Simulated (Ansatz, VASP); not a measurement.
## Two plane-wave programs on TiO2

File INCAR:

```
SYSTEM = TiO2
  PREC = Accurate
  ENCUT = 520
  EDIFF = 1E-6
  ISMEAR = 0
  SIGMA = 0.05
  LREAL = .False.
  LASPH = .True.
  NELM = 60
  ALGO = Normal
  ISIF = 2
  LWAVE = .False.
  LCHARG = .False.
  GGA = PE
  NBANDS = 33
```

Contents of KPOINTS:

```
Automatic mesh
0
Gamma
  6 6 10
  0 0 0
```

Contents of POSCAR:

```
TiO2
1.0
    4.7517000000      0.0000000000      0.0000000000
    0.0000000000      4.7517000000      0.0000000000
    0.0000000000      0.0000000000      2.9638636879
Ti O
2 4
Direct
    0.0000000000      0.0000000000      0.0000000000
    0.5000000000      0.5000000000      0.5000000000
    0.3050970583      0.3050970583      0.0000000000
    0.1949029417      0.8050970583      0.5000000000
    0.6949029417      0.6949029417      0.0000000000
    0.8050970583      0.1949029417      0.5000000000
```

Input for Ansatz:

```yaml
crystal:
  lattice:
    - [4.7517, 0.0, 0.0]
    - [0.0, 4.7517, 0.0]
    - [0.0, 0.0, 2.9638636879]
  atoms:
    - { symbol: Ti, position: [0.0, 0.0, 0.0] }
    - { symbol: Ti, position: [0.5, 0.5, 0.5] }
    - { symbol: O, position: [0.3050970583, 0.3050970583, 0.0] }
    - { symbol: O, position: [0.1949029417, 0.8050970583, 0.5] }
    - { symbol: O, position: [0.6949029417, 0.6949029417, 0.0] }
    - { symbol: O, position: [0.8050970583, 0.1949029417, 0.5] }
basis:
  ecutwfc: 520.0
kpoints:
  mp_grid: { grid: [6, 6, 10] }
hamiltonian:
  xc: pbe
  pseudopotentials: { kind: paw, azcp: { folder: soft_1 } }
scf:
  occupations: { method: gaussian, width: 0.05 }
output:
  forces: true
  stress: true
  eigenvalues: true
```

Alike in both runs: task single point; functional PBE; k mesh 6 × 6 × 10; occupations gaussian, width 0.05 eV; no spin polarisation.

|  | VASP | Ansatz |
| --- | --- | --- |
| version | VASP 6.6.1 | Ansatz 0.2.0 |
| potentials or method | VASP PAW PBE potentials, release 64 (Ti_sv, O), cutoff 520 eV | scalar-relativistic, plane waves, PAW |
| valence electrons in the cell | 48 | 48 |

```tsv
	VASP	Ansatz	Ansatz less VASP
gap on the k mesh at the Fermi level (eV)	1.77	1.79	+0.024
least direct gap on the mesh (eV)	1.77	1.79	+0.024
pressure (GPa)	-8.0	-8.6	-0.62
traceless stress, the component that is largest in VASP (GPa)	2.13	1.89	-0.244
rms of the force components (eV/Å)	0.114	0.130	+0.0153
```

Atom by atom the forces differ by 0.015 eV/Å (rms over components).
